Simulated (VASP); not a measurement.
# TiO2 (I4_1/amd) in VASP: relaxation of shape and atoms at fixed volume with PBEsol

Aim: the relaxation of shape and atoms at fixed volume of TiO2 with PBEsol.

Everything below comes from runs of VASP 6.6.1. Logs are shortened: lines on timing, memory, paths and dates and some standing lists are left out, and cuts for length are marked.

## Step 1: The cell of the first run

Symmetry: I4_1/amd, No. 141, tetragonal system. Conventional cell: a = 3.825 Å, b = 3.825 Å, c = 9.834 Å, α = 90.00°, β = 90.00°, γ = 90.00°. Within 2.6 Å of Ti (site symmetry -4m2) lie 6 O at 1.96 to 2.02 Å. Within 2.6 Å of O (site symmetry 2mm) lie 3 Ti at 1.96 to 2.02 Å and 2 O at 2.48 Å.

## Step 2: Relaxation of shape and atoms at fixed volume, PBEsol (11.99 Å³/atom)

Input file INCAR:

```
ALGO = Normal
EDIFF = 1E-7
EDIFFG = -0.01
ENCUT = 600
GGA = PS
GGA_COMPAT = False
IBRION = 2
ISIF = 4
ISMEAR = 0
LASPH = True
LCHARG = False
LREAL = False
LWAVE = False
NELM = 120
NELMIN = 4
NSW = 50
PREC = Accurate
SIGMA = 0.02
```

Input file KPOINTS:

```
k-points
0
Gamma
  10 10 10
```

Input file POSCAR:

```
TiO2
1.0
   -1.9125147304      1.9125147304      4.9172439096
    1.9125147304     -1.9125147304      4.9172439096
    1.9125147304      1.9125147304     -4.9172439096
Ti O
2 4
Direct
    0.0000000000      0.0000000000      0.0000000000
    0.7500000000      0.2500000000      0.5000000000
    0.2052183548      0.2052183548      0.0000000000
    0.9552183548      0.4552183548      0.5000000000
    0.5447816452      0.0447816452      0.5000000000
    0.7947816452      0.7947816452      0.0000000000
```

Potentials or basis: VASP PAW PBE potentials, release 64 (Ti_sv, O).

Command:

```sh
$ cat potpaw_PBE.64/Ti_sv/POTCAR potpaw_PBE.64/O/POTCAR > POTCAR
$ mpirun -np 1 vasp_std > vasp.out
```

OUTCAR:

```text
EDIFF = 1E-7
   EDIFFG = -0.01
   ENCUT = 600
   GGA = PS
   IBRION = 2
   ISIF = 4
   ISMEAR = 0
   LASPH = True
   LREAL = False
   NELM = 120
   NELMIN = 4
   NSW = 50
   PREC = Accurate

 ion  position               nearest neighbor table
   1  0.000  0.000  0.000-   5 1.96   4 1.96   5 1.96   4 1.96   3 2.02   6 2.02
   2  0.750  0.250  0.500-   6 1.96   3 1.96   6 1.96   3 1.96   4 2.02   5 2.02
   3  0.205  0.205  0.000-   2 1.96   2 1.96   1 2.02
   4  0.955  0.455  0.500-   1 1.96   1 1.96   2 2.02
   5  0.545  0.045  0.500-   1 1.96   1 1.96   2 2.02
   6  0.795  0.795  0.000-   2 1.96   2 1.96   1 2.02

  LATTYP: Found a body centered tetragonal cell.
 ALAT       =     3.8250294608
 C/A-ratio  =     2.5710881236

  Lattice vectors:

 A1 = (  -1.9125147304,   1.9125147304,   4.9172439096)
 A2 = (   1.9125147304,  -1.9125147304,   4.9172439096)
 A3 = (   1.9125147304,   1.9125147304,  -4.9172439096)

Analysis of symmetry for initial positions (statically):
=====================================================================
 Subroutine PRICEL returns:
 Original cell was already a primitive cell.

 Routine SETGRP: Setting up the symmetry group for a
 body centered tetragonal supercell.

 Subroutine GETGRP returns: Found 16 space group operations
 (whereof  8 operations were pure point group operations)
 out of a pool of 16 trial point group operations.

The static configuration has the point symmetry D_2d.
 The point group associated with its full space group is D_4h.

Analysis of symmetry for dynamics (positions and initial velocities):
=====================================================================
 Subroutine PRICEL returns:
 Original cell was already a primitive cell.

 Routine SETGRP: Setting up the symmetry group for a
 body centered tetragonal supercell.

 Subroutine GETGRP returns: Found 16 space group operations
 (whereof  8 operations were pure point group operations)
 out of a pool of 16 trial point group operations.

The dynamic configuration has the point symmetry D_2d.
 The point group associated with its full space group is D_4h.

 Subroutine INISYM returns: Found 16 space group operations
 (whereof  8 operations are pure point group operations),
 and found     1 'primitive' translations

----------------------------------------------------------------------------------------

                                     Primitive cell

  volume of cell :      71.9435

  direct lattice vectors                    reciprocal lattice vectors
    -1.912514730  1.912514730  4.917243910     0.000000000  0.261435895  0.101682977
[... 100 lines left out ...]
   ISIF   =      4    stress and relaxation
   ISYM   =      2    0-nonsym 1-usesym 2-fastsym
   POTIM  = 0.5000    time-step for ionic-motion
   TEBEG  =    0.0;   TEEND  =   0.0 temperature during run
   PSTRESS=    0.0 pullay stress
   NELECT =      48.0000    total number of electrons
   NUPDOWN=      -1.0000    fix difference up-down
   EMIN   =  10.00;   EMAX   =-10.00  energy-range for DOS
   EFERMI =   0.00;   METHOD = LEGACY
   ISMEAR =     0;   SIGMA  =   0.02  broadening in eV -4-tet -1-fermi 0-gaus
   EFERMI_NEDOS =   21; number of points for ismear=-14 and -15
   IALGO  =     38    algorithm
   IMIX   =      4    mixing-type and parameters
     AMIX     =   0.40;   BMIX     =  1.00
     AMIX_MAG =   1.60;   BMIX_MAG =  1.00
  volume/ion in A,a.u.               =      11.99        80.92
  Fermi-wavevector in a.u.,A,eV,Ry     =   1.430512  2.703275 27.842476  2.046364
  Thomas-Fermi vector in A             =   2.550349
   LORBIT       =      0    0 simple, 1 ext, 2 COOP (PROOUT), +10 PAW based schemes
   GGA     = PS    functional components
   LHFCALC =     F    Hartree Fock is set to
   AEXX    =    0.0000 exact exchange contribution
   IVDW    =     0    specifies the selected vdW correction
   LEPSILON=     F    determine dielectric tensor
   LRPA    =     F    only Hartree local field effects (RPA)
 conjugate gradient relaxation of ions
 non-spin polarized calculation
 Gauss-broadening in eV      SIGMA  =   0.02
  energy-cutoff  :      600.00
  volume of cell :       71.94
 maximum number of plane-waves:      2420
 NGX is ok and might be reduce to    48
   NGX = 23   NGY = 23   NGZ = 23

--------------------------------------- Ionic step        1  -------------------------------------------

 number of electron      48.0000000 magnetization

 Free energy of the ion-electron system (eV)
  ---------------------------------------------------
  ext. energy  EPLUGINS =         0.00000000
  ---------------------------------------------------
  free energy    TOTEN  =       -56.11199731 eV

  energy without entropy =      -56.11199731  energy(sigma->0) =      -56.11199731

------------------------ aborting loop because EDIFF is reached ----------------------------------------

  FORCE on cell =-STRESS in cart. coord.  units (eV):
  Direction    XX          YY          ZZ          XY          YZ          ZX
  --------------------------------------------------------------------------------------
  -------------------------------------------------------------------------------------
  Total       -4.4960844     -4.4960844     -4.6038071      0.0000000      0.0000000      0.0000000
  in kB     -100.1275797   -100.1275797   -102.5265588      0.0000000      0.0000000      0.0000000
  external PRESSURE =    -100.9272394 kB  Pullay stress =       0.0000000 kB
[... 147 lines left out ...]
--------------------------------------- Ionic step        5  -------------------------------------------

 number of electron      48.0000002 magnetization

 Free energy of the ion-electron system (eV)
  ---------------------------------------------------
  ext. energy  EPLUGINS =         0.00000000
  ---------------------------------------------------
  free energy    TOTEN  =       -56.11614065 eV

  energy without entropy =      -56.11614065  energy(sigma->0) =      -56.11614065

 E-fermi :   2.9775     XC(G=0): -10.7173

 val. band max:        2.7398034626   @ k =  -0.4000   0.4000   0.0000
 cond. band min:       4.8637591031   @ k =   0.0000   0.0000   0.0000
 fundamental gap:      2.1239556405
 Fermi energy:         2.9774633615

 k-point     1 :       0.0000    0.0000    0.0000
  band No.  band energies     occupation
      1     -53.4721      2.00000
      2     -53.4280      2.00000
      3     -29.9895      2.00000
      4     -29.7826      2.00000
      5     -29.7826      2.00000
      6     -29.7290      2.00000
[... 733 lines left out ...]
     27       6.0530      0.00000
     28       6.2580      0.00000

 [... further k-points ...]
[... 5 lines left out ...]
  --------------------------------------------------------------------------------------
  -------------------------------------------------------------------------------------
  Total       -4.1970329     -4.1970329     -4.2262634      0.0000000      0.0000000      0.0000000
  in kB      -93.4677182    -93.4677182    -94.1186788      0.0000000      0.0000000      0.0000000
  external PRESSURE =     -93.6847050 kB  Pullay stress =       0.0000000 kB
[... 21 lines left out ...]
  FREE ENERGIE OF THE ION-ELECTRON SYSTEM (eV)
  ---------------------------------------------------
  free  energy   TOTEN  =       -56.1161406521 eV

  energy  without entropy=      -56.1161406521  energy(sigma->0) =      -56.11614065

 reached required accuracy - stopping structural energy minimisation
```

CONTCAR:

```text
TiO2
   1.00000000000000
    -1.9045791514616410    1.9045791514616410    4.9583054423557487
     1.9045791514616410   -1.9045791514616410    4.9583054423557487
     1.9045791514616410    1.9045791514616410   -4.9583054423557487
  Ti              O
     2     4
Direct
     0.0000000000000000    0.0000000000000000    0.0000000000000000
     0.7500000000000000    0.2500000000000000    0.5000000000000000
     0.2032931035749837    0.2032931035749837    0.0000000000000000
     0.9532931035749838    0.4532931035749838    0.5000000000000000
     0.5467068964250162    0.0467068964250163    0.5000000000000000
     0.7967068964250162    0.7967068964250162    0.0000000000000000

  0.00000000E+00  0.00000000E+00  0.00000000E+00
  0.00000000E+00  0.00000000E+00  0.00000000E+00
  0.00000000E+00  0.00000000E+00  0.00000000E+00
  0.00000000E+00  0.00000000E+00  0.00000000E+00
  0.00000000E+00  0.00000000E+00  0.00000000E+00
  0.00000000E+00  0.00000000E+00  0.00000000E+00
```

It took 42 min on 1 thread of Intel Xeon 8259CL, shared host; peak memory 0.48 GiB.

Results:

- Free energy: -56.1161 eV
- Energy gained by relaxing: 0.7 meV/atom
- Ionic steps: 5
- Pressure after relaxing: -9.4 GPa
- Largest force after relaxing: 0.008 eV/Å
- Band gap on the k mesh: 2.12 eV (least direct gap 2.35 eV)

Forces on the atoms (eV/Å):
```
Ti   0.000  0.000  0.000
Ti   0.000  0.000  0.000
O    0.000  0.000  0.008
O    0.000  0.000  0.008
O    0.000  0.000 -0.008
O    0.000  0.000 -0.008
```

The path:
```
step  energy change (eV)  largest force (eV/Å)  pressure (GPa)  volume (Å³)
   1              0.0000                0.1312          -10.09        71.94
   2             -0.0021                0.0383           -9.80        71.94
   3             -0.0022                0.0086           -9.70        71.94
   4             -0.0032                0.0044           -9.62        71.94
   5             -0.0041                0.0083           -9.37        71.94
```

Final structure:
```yaml
crystal:
  lattice:
    - [-1.90458, 1.90458, 4.95831]
    - [1.90458, -1.90458, 4.95831]
    - [1.90458, 1.90458, -4.95831]
  atoms:
    - { symbol: Ti, position: [0.00000, 0.00000, 0.00000] }
    - { symbol: Ti, position: [0.75000, 0.25000, 0.50000] }
    - { symbol: O, position: [0.20329, 0.20329, 0.00000] }
    - { symbol: O, position: [0.95329, 0.45329, 0.50000] }
    - { symbol: O, position: [0.54671, 0.04671, 0.50000] }
    - { symbol: O, position: [0.79671, 0.79671, 0.00000] }
```

Caveat: the PAW data sets were made with another functional, which shifts forces and pressure a little.
